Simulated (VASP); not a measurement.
A run of VASP 6.6.1 is set up as follows.

The input INCAR:

```
SYSTEM = Li2BrCl
PREC     = Accurate       ! precision mode
ENCUT    = 520            ! plane-wave cutoff, eV
EDIFF    = 1E-6           ! SCF threshold, eV
ISMEAR   = 0              ! smearing method
SIGMA    = 0.01           ! smearing width, eV
LREAL    = .FALSE.        ! projectors in reciprocal space
LASPH    = .TRUE.         ! aspherical terms in the spheres
NELM     = 60             ! most SCF steps
ALGO     = Normal         ! electronic algorithm
ISIF     = 2              ! what is computed and relaxed
LWAVE    = .FALSE.        ! write WAVECAR
LCHARG   = .FALSE.        ! write CHGCAR
GGA      = PE             ! functional
NBANDS   = 18             ! bands
```

File KPOINTS:

```
regular mesh
0
G
  4 4 4
  0 0 0
```

File POSCAR:

```
Li2BrCl
1.0
    1.8760659203      1.0831471641      6.1164156593
   -1.8760659203      1.0831471641      6.1164156593
    0.0000000000     -2.1662943282      6.1164156593
Cl Br Li
1 1 2
Direct
    1.0000000000      0.0000000000      0.0000000000
    0.5000000000      0.5000000000      0.5000000000
    0.2543610290      0.2543610290      0.2543610290
    0.7456389710      0.7456389710      0.7456389710
```

Potentials or basis: VASP PAW PBE potentials, release 64 (Cl, Br, Li_sv).

Command:

```bash
$ cat potpaw_PBE.64/Cl/POTCAR potpaw_PBE.64/Br/POTCAR potpaw_PBE.64/Li_sv/POTCAR > POTCAR
$ mpirun -np 1 vasp_std > vasp.out
```

**Question.** Estimate the largest force.

**Answer.** 0.004 eV/Å.

**Question.** Estimate the band gap on the k mesh.

**Answer.** 5.09 eV, direct.

Forces in eV/Å, atoms in the order of the input:
```
Cl   0.000  0.000  0.000
Br   0.000  0.000  0.000
Li   0.000  0.000  0.004
Li   0.000  0.000 -0.004
```

Caveat: the k points lie up to 0.49 Å⁻¹ apart. A k mesh can miss the band edges.
